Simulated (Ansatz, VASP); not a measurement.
TiAl: VASP beside Ansatz

File INCAR:

```
SYSTEM = TiAl
PREC     = Accurate       ! precision mode
ENCUT    = 520            ! plane-wave cutoff, eV
EDIFF    = 1E-6           ! SCF threshold, eV
ISMEAR   = 0              ! smearing method
SIGMA    = 0.15           ! smearing width, eV
LREAL    = .False.        ! projectors in reciprocal space
LASPH    = .True.         ! aspherical terms in the spheres
NELM     = 80             ! most SCF steps
ALGO     = Normal         ! electronic algorithm
ISIF     = 2              ! what is computed and relaxed
LWAVE    = .False.        ! write WAVECAR
LCHARG   = .False.        ! write CHGCAR
GGA      = PE             ! functional
NBANDS   = 14             ! bands
```

Contents of KPOINTS:

```
Automatic mesh
0
Gamma
  18 18 10
  0 0 0
```

The input POSCAR:

```
TiAl
1.0
    2.9292262778      0.0000000000      0.0000000000
   -1.4646131389      2.5367843700      0.0000000000
    0.0000000000      0.0000000000      4.7262143036
Ti Al
1 1
Direct
    0.0000000000      0.0000000000      0.0000000000
    0.3333333333      0.6666666667      0.5000000000
```

Input for Ansatz:

```yaml
crystal:
  lattice:
    - [2.9292262778, 0.0, 0.0]
    - [-1.4646131389, 2.53678437, 0.0]
    - [0.0, 0.0, 4.7262143036]
  atoms:
    - { symbol: Ti, position: [0.0, 0.0, 0.0] }
    - { symbol: Al, position: [0.3333333333, 0.6666666667, 0.5] }
basis:
  ecutwfc: 520.0
kpoints:
  mp_grid: { grid: [18, 18, 10] }
hamiltonian:
  xc: pbe
scf:
  occupations: { method: gaussian, width: 0.15 }
output:
  forces: true
  stress: true
  eigenvalues: true
```

Change from the starting cell: mode 6 frozen in at +0.000 Å, equal normal strain along x, y and z +0.0167.

Alike in both runs: task single point; functional PBE; k mesh 18 × 18 × 10; occupations gaussian, width 0.15 eV; no spin polarisation.

|  | VASP | Ansatz |
| --- | --- | --- |
| version | VASP 6.6.1 | Ansatz 0.2.0 |
| potentials or method | VASP PAW PBE potentials, release 64 (Ti_sv, Al), cutoff 520 eV | scalar-relativistic, plane waves, PAW |
| valence electrons in the cell | 15 | 15 |

|  | VASP | Ansatz | Ansatz less VASP |
| --- | --- | --- | --- |
| gap on the k mesh at the Fermi level (eV) | none | none | - |
| pressure (GPa) | -4.8 | -4.8 | +0.06 |
| traceless stress, the component that is largest in VASP (GPa) | -0.57 | -0.60 | -0.026 |

A gap of «none» marks a metal or a gap that the smearing closes.
